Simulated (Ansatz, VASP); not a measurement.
Ge: VASP beside Ansatz

The input INCAR:

```
SYSTEM = Ge
PREC = Accurate
ENCUT = 520
EDIFF = 1E-6
ISMEAR = -1
SIGMA = 0.1
LREAL = .False.
LASPH = .True.
NELM = 60
ALGO = Normal
ISIF = 2
LWAVE = .False.
LCHARG = .False.
GGA = PE
NBANDS = 21
```

Contents of KPOINTS:

```
Automatic mesh
0
Gamma
  14 14 10
  0 0 0
```

Contents of POSCAR:

```
Ge
1.0
   -2.4815692402      2.4843669035      1.3703233397
    2.4843669035     -2.4815692402      1.3703233397
    2.4958875215      2.4958875215     -1.3651994142
Ge
2
Direct
    0.9999201564      0.0000798436      0.0000000000
    0.7500798436      0.2499201564      0.5000000000
```

Input for Ansatz:

```yaml
crystal:
  lattice:
    - [-2.4815692402, 2.4843669035, 1.3703233397]
    - [2.4843669035, -2.4815692402, 1.3703233397]
    - [2.4958875215, 2.4958875215, -1.3651994142]
  atoms:
    - { symbol: Ge, position: [0.9999201564, 7.98436e-05, 0.0] }
    - { symbol: Ge, position: [0.7500798436, 0.2499201564, 0.5] }
hamiltonian:
  xc: pbe
  pseudopotentials:
    kind: paw
    azcp:
      Ge: "pseudopotentials/Ge.paw.azcp"
basis:
  ecutwfc: 420
  fft_grid_basis: typed
kpoints:
  mp_grid: { grid: [14, 14, 10], shift: [0, 0, 0] }
magnetization:
  spin_polarized: false
scf:
  occupations: { method: fermi_dirac, width: 0.1 }
  lower_state_search: "off"
output:
  stress: true
```

Alike in both runs: task single point; functional PBE; k mesh 14 × 14 × 10; occupations fermi-dirac, width 0.1 eV; no spin polarisation.

|  | VASP | Ansatz |
| --- | --- | --- |
| version | VASP 6.6.1 | Ansatz 0.2.0 |
| potentials or method | VASP PAW PBE potentials, release 64 (Ge_d), cutoff 520 eV | plane waves (420 eV) with PAW, scalar-relativistic |
| valence electrons in the cell | 28 | 28 |

```tsv
	VASP	Ansatz	Ansatz less VASP
pressure (GPa)	11.5	11.6	+0.17
traceless stress, the component that is largest in VASP (GPa)	-0.48	-0.49	-0.002
```

With one functional, cell and mesh, what is left measures potentials, basis and numerics.
